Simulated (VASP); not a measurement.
Wanted: the native input for a VASP 6.6.1 run.

| Property | Result |
| --- | --- |
| Task | single point |
| Functional | PBE |
| Potentials or basis | VASP PAW PBE potentials, release 64 (Mg, S) |
| Cutoff | 520 eV |
| k mesh | 3 × 3 × 3, shifted |
| Occupations | gaussian, width 0.01 eV |
| Spin | no spin polarisation |
| Dipole correction | no |
| Further INCAR settings | ALGO = Normal; EDIFF = 1e-07; NBANDS = 11; ISYM = 0 |

The structure of MgS (Niningerite) lies in POSCAR:

```
MgS
1.0
    0.0000000000      2.6016500000      2.6016500000
    2.6016500000      0.0000000000      2.6016500000
    2.6016500000      2.6016500000      0.0000000000
Mg S
1 1
Direct
    0.0000000000      0.0000000000      0.0000000000
    0.5000000000      0.5000000000      0.5000000000
```

These files were run (other wordings do the same):

INCAR

```
SYSTEM = MgS
PREC = Accurate
ENCUT = 520
EDIFF = 1E-7
ISMEAR = 0
SIGMA = 0.01
LREAL = .False.
LASPH = .True.
NELM = 60
ALGO = Normal
ISIF = 2
LWAVE = .False.
LCHARG = .False.
GGA = PE
NBANDS = 11
ISYM = 0
```

KPOINTS

```
Automatic mesh
0
Gamma
  3 3 3
  0.5 0.5 0.5
```

Potentials or basis: VASP PAW PBE potentials, release 64 (Mg, S).

Launch:

```sh
$ cat potpaw_PBE.64/Mg/POTCAR potpaw_PBE.64/S/POTCAR > POTCAR
$ mpirun -np 1 vasp_std > vasp.out
```

Results of the run:

The pressure is 0.9 GPa. The band gap on the k mesh is 3.86 eV, indirect (least direct gap 4.98 eV).

Caveat: the k points lie up to 0.70 Å⁻¹ apart.

Run time: 25 s on 1 thread of Intel(R) Xeon(R) Platinum 8259CL CPU @ 2.50GHz (Skylake/Cascade Lake), with other jobs on the host, peak memory 0.16 GiB.
